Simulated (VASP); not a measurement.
A run of VASP 6.6.1 is set up as follows.

File INCAR:

```
ALGO     = Normal         # electronic algorithm
EDIFF    = 1E-7           # SCF threshold, eV
ENCUT    = 520            # plane-wave cutoff, eV
GGA      = PS             # functional
GGA_COMPAT= F            
ISIF     = 2              # what is computed and relaxed
ISMEAR   = -1             # smearing method
LASPH    = T              # aspherical terms in the spheres
LCHARG   = T              # write CHGCAR
LORBIT   = 11             # projections on sites
LORBMOM  = T            
LREAL    = F              # projectors in reciprocal space
LSORBIT  = T              # spin-orbit coupling
LVHAR    = T            
LWAVE    = F              # write WAVECAR
MAGMOM   = 0 0 0 0 0 0    # initial moments
NBANDS   = 30             # bands
NELM     = 150            # most SCF steps
PREC     = Accurate       # precision mode
SIGMA    = 0.01           # smearing width, eV
```

File KPOINTS:

```
k-points
0
Gamma
  8 8 8
```

The input POSCAR:

```
InP
1.0
    2.9980678023      2.9980678023      0.0000000000
   -2.9980678023      2.9980678023      0.0000000000
    0.0000000000      2.9980678023      2.8730786479
In P
1 1
Direct
    0.0000000000      0.0000000000      0.0000000000
    0.7500000000      0.2500000000      0.5000000000
```

Potentials or basis: VASP PAW PBE potentials, release 64 (In_d, P).

Command:

```console
$ cat potpaw_PBE.64/In_d/POTCAR potpaw_PBE.64/P/POTCAR > POTCAR
$ mpirun -np 1 vasp_ncl > vasp.out
```

(1) Estimate the net moment.

(2) What does it give for the pressure?

## Answers

(1) 0.00 μB per cell.

(2) -1.2 GPa.

Caveat: the cell differs from its parent crystal (film at in-plane strain +0.02); the PAW data sets were made with another functional, which shifts forces and pressure a little.
